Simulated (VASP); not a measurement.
# Tl (Pm-3m) in VASP: notebook

Tl is run at these levels: PBE; tasks: single point.

All numbers are computed with VASP 6.6.1; they aren't measurements. Logs are shortened: lines on timing, memory, paths and dates and some standing lists are left out, and cuts for length are marked.

## (1) The cell of the first run

Symmetry: Pm-3m, No. 221, cubic system. The conventional cell has a = 2.743 Å, b = 2.743 Å, c = 2.743 Å, α = 90.00°, β = 90.00°, γ = 90.00°. Tl (site symmetry m-3m) has 6 Tl at 2.74 Å within 3.6 Å.

## (2) Single point, PBE (volume scaled by 0.6)

Contents of INCAR:

```
SYSTEM = Tl
PREC = Accurate ; ENCUT = 520
EDIFF = 1E-6 ; ISMEAR = -1
SIGMA = 0.08 ; LREAL = .False.
LASPH = .True. ; NELM = 80
ALGO = Normal ; ISIF = 2
LWAVE = .False. ; LCHARG = .False.
GGA = PE ; NBANDS = 12
```

Contents of KPOINTS:

```
regular mesh
0
Gamma
  12 12 12
  0 0 0
```

Contents of POSCAR:

```
Tl
1.0
    2.7425084351      0.0000000000      0.0000000000
    0.0000000000      2.7425084351      0.0000000000
    0.0000000000      0.0000000000      2.7425084351
Tl
1
Direct
    0.0000000000      0.0000000000      0.0000000000
```

Potentials or basis: VASP PAW PBE potentials, release 64 (Tl_d).

Run with:

```sh
> cat potpaw_PBE.64/Tl_d/POTCAR > POTCAR
> mpirun -np 1 vasp_std > vasp.out
```

OUTCAR:

```text
SYSTEM = Tl
   PREC = Accurate
   ENCUT = 520
   EDIFF = 1E-6
   ISMEAR = -1
   LREAL = .False.
   LASPH = .True.
   NELM = 80
   ISIF = 2
   GGA = PE

 ion  position               nearest neighbor table
   1  0.000  0.000  0.000-

  LATTYP: Found a simple cubic cell.
 ALAT       =     2.7425084351

  Lattice vectors:

 A1 = (   2.7425084351,   0.0000000000,   0.0000000000)
 A2 = (   0.0000000000,   2.7425084351,   0.0000000000)
 A3 = (   0.0000000000,   0.0000000000,   2.7425084351)

Analysis of symmetry for initial positions (statically):
=====================================================================
 Subroutine PRICEL returns:
 Original cell was already a primitive cell.

 Routine SETGRP: Setting up the symmetry group for a
 simple cubic supercell.

 Subroutine GETGRP returns: Found 48 space group operations
 (whereof 48 operations were pure point group operations)
 out of a pool of 48 trial point group operations.

The static configuration has the point symmetry O_h .

Analysis of symmetry for dynamics (positions and initial velocities):
=====================================================================
 Subroutine PRICEL returns:
 Original cell was already a primitive cell.

 Routine SETGRP: Setting up the symmetry group for a
 simple cubic supercell.

 Subroutine GETGRP returns: Found 48 space group operations
 (whereof 48 operations were pure point group operations)
 out of a pool of 48 trial point group operations.

The dynamic configuration has the point symmetry O_h .

 Subroutine INISYM returns: Found 48 space group operations
 (whereof 48 operations are pure point group operations),
 and found     1 'primitive' translations

----------------------------------------------------------------------------------------

                                     Primitive cell

  volume of cell :      20.6274

  direct lattice vectors                    reciprocal lattice vectors
     2.742508435  0.000000000  0.000000000     0.364629690  0.000000000  0.000000000
     0.000000000  2.742508435  0.000000000     0.000000000  0.364629690  0.000000000
     0.000000000  0.000000000  2.742508435     0.000000000  0.000000000  0.364629690

  length of vectors
     2.742508435  2.742508435  2.742508435     0.364629690  0.364629690  0.364629690

  position of ions in fractional coordinates (direct lattice)
     0.000000000  0.000000000  0.000000000

  ion indices of the primitive-cell ions
   primitive index   ion index
                 1           1

----------------------------------------------------------------------------------------

 KPOINTS: regular mesh

Automatic generation of k-mesh.
 Grid dimensions read from file:
 generate k-points for:   12   12   12

 Generating k-lattice:

  Cartesian coordinates                     Fractional coordinates (reciprocal lattice)
     0.030385807  0.000000000  0.000000000     0.083333333  0.000000000  0.000000000
     0.000000000  0.030385807  0.000000000     0.000000000  0.083333333  0.000000000
     0.000000000  0.000000000  0.030385807     0.000000000  0.000000000  0.083333333

  Length of vectors
     0.030385807  0.030385807  0.030385807

  Shift w.r.t. Gamma in fractional coordinates (k-lattice)
     0.000000000  0.000000000  0.000000000

 Subroutine IBZKPT returns following result:
 ===========================================

 Found     84 irreducible k-points:

 Following reciprocal coordinates:
            Coordinates               Weight
  0.000000  0.000000  0.000000      1.000000
  0.083333  0.000000  0.000000      6.000000
  0.166667  0.000000  0.000000      6.000000
  0.250000  0.000000  0.000000      6.000000
  0.333333  0.000000  0.000000      6.000000
  0.416667  0.000000  0.000000      6.000000
[... 16 lines left out ...]
  0.333333  0.333333  0.000000     12.000000
  0.416667  0.333333  0.000000     24.000000
 [... further k-points ...]
   k-points           NKPTS =     84   k-points in BZ     NKDIM =     84   number of bands    NBANDS=     12
   number of dos      NEDOS =    301   number of ions     NIONS =      1
   total plane-waves  NPLWV =   8000
   dimension x,y,z NGX =    20 NGY =   20 NGZ =   20
   dimension x,y,z NGXF=    40 NGYF=   40 NGZF=   40
   ions per type =               1
   NGX,Y,Z   is equivalent  to a cutoff of  12.12, 12.12, 12.12 a.u.
   NGXF,Y,Z  is equivalent  to a cutoff of  24.25, 24.25, 24.25 a.u.
 SYSTEM =  Tl
   PREC   = accura    normal or accurate (medium, high low for compatibility)
   ISTART =      0    job   : 0-new  1-cont  2-samecut
   ICHARG =      2    charge: 1-file 2-atom 10-const
   ISPIN  =      1    spin polarized calculation?
   LNONCOLLINEAR =      F non collinear calculations
   LSORBIT =      F    spin-orbit coupling
   LASPH  =      T    aspherical Exc in radial PAW
   ENCUT  =  520.0 eV  38.22 Ry    6.18 a.u.   5.10  5.10  5.10*2*pi/ulx,y,z
   NELM   =     80;   NELMIN=  2; NELMDL= -5     # of ELM steps
   EDIFF  = 0.1E-05   stopping-criterion for ELM
   LREAL  =      F    real-space projection
   EDIFFG = 0.1E-04   stopping-criterion for IOM
   NSW    =      0    number of steps for IOM
   IBRION =     -1    ionic relax: 0-MD 1-quasi-New 2-CG
   NFREE  =      0    steps in history (QN), initial steepest desc. (CG)
   ISIF   =      2    stress and relaxation
   ISYM   =      2    0-nonsym 1-usesym 2-fastsym
   POTIM  = 0.5000    time-step for ionic-motion
   TEBEG  =    0.0;   TEEND  =   0.0 temperature during run
   PSTRESS=    0.0 pullay stress
   NELECT =      13.0000    total number of electrons
   NUPDOWN=      -1.0000    fix difference up-down
   EMIN   =  10.00;   EMAX   =-10.00  energy-range for DOS
   EFERMI =   0.00;   METHOD = LEGACY
   ISMEAR =    -1;   SIGMA  =   0.08  broadening in eV -4-tet -1-fermi 0-gaus
   EFERMI_NEDOS =   21; number of points for ismear=-14 and -15
   IALGO  =     38    algorithm
   IMIX   =      4    mixing-type and parameters
     AMIX     =   0.40;   BMIX     =  1.00
     AMIX_MAG =   1.60;   BMIX_MAG =  1.00
  volume/ion in A,a.u.               =      20.63       139.20
  Fermi-wavevector in a.u.,A,eV,Ry     =   1.403593  2.652407 26.804489  1.970074
  Thomas-Fermi vector in A             =   2.526240
   LORBIT       =      0    0 simple, 1 ext, 2 COOP (PROOUT), +10 PAW based schemes
   GGA     = PE    functional components
[... 5 lines left out ...]
 non-spin polarized calculation
  energy-cutoff  :      520.00
  volume of cell :       20.63
 maximum number of plane-waves:       587
   NGX = 11   NGY = 11   NGZ = 11

 number of electron      12.9999989 magnetization

 Free energy of the ion-electron system (eV)
  ---------------------------------------------------
  ext. energy  EPLUGINS =         0.00000000
  ---------------------------------------------------
  free energy    TOTEN  =        -0.98607132 eV

  energy without entropy =       -0.97714863  energy(sigma->0) =       -0.98160997

 E-fermi :  10.8193     XC(G=0): -11.8474

 val. band max:       10.6651987231   @ k =   0.3333   0.1667   0.0000
 cond. band min:      10.8216132271   @ k =   0.5000   0.4167   0.2500
 fundamental gap:      0.1564145040
 Fermi energy:        10.8192985711

 k-point     1 :       0.0000    0.0000    0.0000
  band No.  band energies     occupation
      1      -3.3180      2.00000
      2      -3.3180      2.00000
      3      -2.2875      2.00000
      4      -0.5862      2.00000
      5      -0.5862      2.00000
      6      -0.5862      2.00000
      7      19.5345      0.00000
      8      19.5345      0.00000
      9      19.5345      0.00000
     10      24.3533      0.00000
     11      25.9558      0.00000
     12      25.9558      0.00000

 k-point     2 :       0.0833    0.0000    0.0000
  band No.  band energies     occupation
      1      -3.3036      2.00000
      2      -3.2213      2.00000
      3      -2.1161      2.00000
      4      -0.6472      2.00000
      5      -0.6472      2.00000
      6      -0.5810      2.00000
      7      18.0460      0.00000
      8      19.7662      0.00000
      9      19.7662      0.00000
     10      24.8684      0.00000
     11      25.7360      0.00000
     12      27.1084      0.00000

 k-point     3 :       0.1667    0.0000    0.0000
  band No.  band energies     occupation
      1      -3.2644      2.00000
      2      -3.0114      2.00000
      3      -1.5384      2.00000
      4      -0.8103      2.00000
      5      -0.8103      2.00000
      6      -0.5671      2.00000
      7      15.4056      0.00000
      8      20.4281      0.00000
      9      20.4281      0.00000
     10      25.0624      0.00000
     11      25.1677      0.00000
     12      30.0409      0.00000

 k-point     4 :       0.2500    0.0000    0.0000
  band No.  band energies     occupation
      1      -3.2104      2.00000
      2      -2.7968      2.00000
      3      -1.0252      2.00000
      4      -1.0252      2.00000
      5      -0.5481      2.00000
      6      -0.4937      2.00000
      7      12.6545      0.00000
      8      21.4267      0.00000
      9      21.4267      0.00000
     10      24.4580      0.00000
     11      25.0694      0.00000
     12      32.5458      0.00000

 k-point     5 :       0.3333    0.0000    0.0000
  band No.  band energies     occupation
      1      -3.1557      2.00000
      2      -2.6150      2.00000
      3      -1.2315      2.00000
      4      -1.2315      2.00000
      5      -0.5290      2.00000
      6       0.9785      2.00000
      7       9.9798      1.99994
      8      22.6085      0.00000
      9      22.6085      0.00000
     10      23.8108      0.00000
     11      24.9512      0.00000
     12      31.7861      0.00000

 k-point     6 :       0.4167    0.0000    0.0000
  band No.  band energies     occupation
      1      -3.1152      2.00000
      2      -2.4894      2.00000
      3      -1.3777      2.00000
      4      -1.3777      2.00000
      5      -0.5150      2.00000
      6       2.7943      2.00000
      7       7.4564      2.00000
      8      23.3698      0.00000
      9      23.7064      0.00000
     10      23.7064      0.00000
     11      24.7647      0.00000
     12      30.6632      0.00000

 k-point     7 :       0.5000    0.0000    0.0000
  band No.  band energies     occupation
      1      -3.1003      2.00000
      2      -2.4441      2.00000
      3      -1.4302      2.00000
      4      -1.4302      2.00000
      5      -0.5098      2.00000
      6       4.4500      2.00000
      7       5.5675      2.00000
      8      23.2144      0.00000
      9      24.2086      0.00000
     10      24.2086      0.00000
     11      24.6702      0.00000
     12      30.1257      0.00000

 k-point     8 :       0.0833    0.0833    0.0000
  band No.  band energies     occupation
      1      -3.2512      2.00000
      2      -3.1536      2.00000
      3      -1.9589      2.00000
      4      -0.7050      2.00000
      5      -0.6478      2.00000
      6      -0.6358      2.00000
      7      18.0996      0.00000
      8      18.4147      0.00000
      9      19.9992      0.00000
     10      25.2712      0.00000
     11      26.8099      0.00000
     12      27.1048      0.00000
[... 166 lines left out ...]
 k-point    20 :       0.3333    0.2500    0.0000
  band No.  band energies     occupation
      1      -2.8473      2.00000
      2      -2.0089      2.00000
      3      -1.5535      2.00000
      4      -1.1737      2.00000
      5      -0.9439      2.00000
      6       2.2486      2.00000
      7      11.3972      0.00146
      8      15.3325      0.00000
      9      22.4918      0.00000
     10      24.7436      0.00000
     11      25.4729      0.00000
     12      29.4080      0.00000

 k-point    21 :       0.4167    0.2500    0.0000
  band No.  band energies     occupation
      1      -2.7929      2.00000
      2      -2.1855      2.00000
      3      -1.3332      2.00000
      4      -1.3145      2.00000
      5      -0.9256      2.00000
      6       3.9176      2.00000
      7       8.9033      2.00000
      8      16.5021      0.00000
      9      20.7428      0.00000
     10      25.1628      0.00000
     11      26.0646      0.00000
     12      29.1561      0.00000

 k-point    22 :       0.5000    0.2500    0.0000
  band No.  band energies     occupation
      1      -2.7733      2.00000
      2      -2.2480      2.00000
      3      -1.3653      2.00000
      4      -1.2611      2.00000
      5      -0.9187      2.00000
      6       5.2596      2.00000
      7       7.2893      2.00000
      8      17.2514      0.00000
      9      19.7801      0.00000
     10      25.0337      0.00000
     11      26.8035      0.00000
     12      29.1270      0.00000

 k-point    23 :       0.3333    0.3333    0.0000
  band No.  band energies     occupation
      1      -2.7619      2.00000
      2      -2.3097      2.00000
      3      -1.1580      2.00000
      4      -1.1267      2.00000
      5      -1.0148      2.00000
      6       3.3602      2.00000
      7      11.6765      0.00004
      8      13.3731      0.00000
      9      20.5804      0.00000
     10      25.7680      0.00000
     11      26.1077      0.00000
     12      28.3679      0.00000

 k-point    24 :       0.4167    0.3333    0.0000
  band No.  band energies     occupation
      1      -2.7044      2.00000
      2      -2.5139      2.00000
      3      -1.2826      2.00000
      4      -1.1198      2.00000
      5      -0.6618      2.00000
      6       4.8805      2.00000
      7       9.7524      2.00000
      8      13.8680      0.00000
      9      18.9031      0.00000
     10      25.8489      0.00000
     11      27.5297      0.00000
     12      27.9548      0.00000

 [... further k-points ...]
[... 5 lines left out ...]
  --------------------------------------------------------------------------------------
  -------------------------------------------------------------------------------------
  Total        5.7353397      5.7353397      5.7353397     -0.0000000      0.0000000     -0.0000000
  in kB      445.4775379    445.4775379    445.4775379     -0.0000000      0.0000000     -0.0000000
  external PRESSURE =     445.4775379 kB  Pullay stress =       0.0000000 kB

 VOLUME and BASIS-vectors are now :
 -----------------------------------------------------------------------------
  energy-cutoff  :      520.00
  volume of cell :       20.63
      direct lattice vectors                 reciprocal lattice vectors
     2.742508435  0.000000000  0.000000000     0.364629690  0.000000000  0.000000000
     0.000000000  2.742508435  0.000000000     0.000000000  0.364629690  0.000000000
     0.000000000  0.000000000  2.742508435     0.000000000  0.000000000  0.364629690

 POSITION                                       TOTAL-FORCE (eV/Angst)
 -----------------------------------------------------------------------------------
      0.00000      0.00000      0.00000         0.000000      0.000000      0.000000
 -----------------------------------------------------------------------------------
    total drift:                                0.000000      0.000000      0.000000

  FREE ENERGIE OF THE ION-ELECTRON SYSTEM (eV)
  ---------------------------------------------------
  free  energy   TOTEN  =        -0.9860713203 eV

  energy  without entropy=       -0.9771486291  energy(sigma->0) =       -0.98160997
```

It took 6.7 s on 1 thread of Intel Xeon 6975P-C (Granite Rapids), shared host; peak memory 0.13 GiB.

What came out:

```
Free energy : -0.9861 eV
Pressure    : 44.5 GPa
```

Levels at points of the mesh, in eV from the Fermi level:
| k point | band 2 | band 3 | band 4 | band 5 | band 6 | band 7 | band 8 | band 9 | band 10 | band 11 |
| --- | --- | --- | --- | --- | --- | --- | --- | --- | --- | --- |
| (0.00, 0.00, 0.00) | -14.14 | -13.11 | -11.41 | -11.41 | -11.41 | 8.72 | 8.72 | 8.72 | 13.53 | 15.14 |
| (0.50, 0.00, 0.00) | -13.26 | -12.25 | -12.25 | -11.33 | -6.37 | -5.25 | 12.40 | 13.39 | 13.39 | 13.85 |
| (0.50, 0.50, 0.00) | -13.42 | -12.12 | -12.12 | -10.63 | -1.55 | -1.38 | -1.38 | 5.53 | 16.01 | 16.01 |
| (0.50, 0.50, 0.50) | -13.40 | -13.40 | -10.58 | -10.58 | 2.63 | 2.63 | 2.63 | 4.04 | 6.55 | 10.20 |

Caveat: spin-orbit coupling is left out, which moves the levels of the heavy elements.

## (3) Single point, PBE (volume scaled by 0.7)

Contents of INCAR:

```
SYSTEM = Tl
  PREC = Accurate
  ENCUT = 520
  EDIFF = 1E-6
  ISMEAR = -1
  SIGMA = 0.08
  LREAL = .False.
  LASPH = .True.
  NELM = 80
  ALGO = Normal
  ISIF = 2
  LWAVE = .False.
  LCHARG = .False.
  GGA = PE
  NBANDS = 12
```

Contents of KPOINTS:

```
Automatic mesh
0
Gamma
  12 12 12
  0 0 0
```

Contents of POSCAR:

```
Tl
1.0
    2.8871115793      0.0000000000      0.0000000000
    0.0000000000      2.8871115793      0.0000000000
    0.0000000000      0.0000000000      2.8871115793
Tl
1
Direct
    0.0000000000      0.0000000000      0.0000000000
```

Potentials or basis: VASP PAW PBE potentials, release 64 (Tl_d).

Run with:

```sh
> cat potpaw_PBE.64/Tl_d/POTCAR > POTCAR
> mpirun -np 1 vasp_std > vasp.out
```

It took 6.5 s on 1 thread of Intel Xeon 6975P-C (Granite Rapids), shared host; peak memory 0.15 GiB.

The run converged. Its results:

```yaml
Free_energy: -1.6501 eV
Pressure: 20.1 GPa
```

Levels at points of the mesh, in eV from the Fermi level:
```
           k point  band 4  band 5  band 6  band 7  band 8  band 9
(0.00, 0.00, 0.00)  -11.24  -11.24  -11.24    8.11    8.11    8.11
(0.50, 0.00, 0.00)  -11.83  -11.19   -6.42   -4.29   12.08   12.08
(0.50, 0.50, 0.00)  -11.74  -10.67   -2.35   -0.96   -0.96    5.22
(0.50, 0.50, 0.50)  -10.63  -10.63    2.16    2.42    2.42    2.42
```

Caveat: spin-orbit coupling is left out, which moves the levels of the heavy elements.
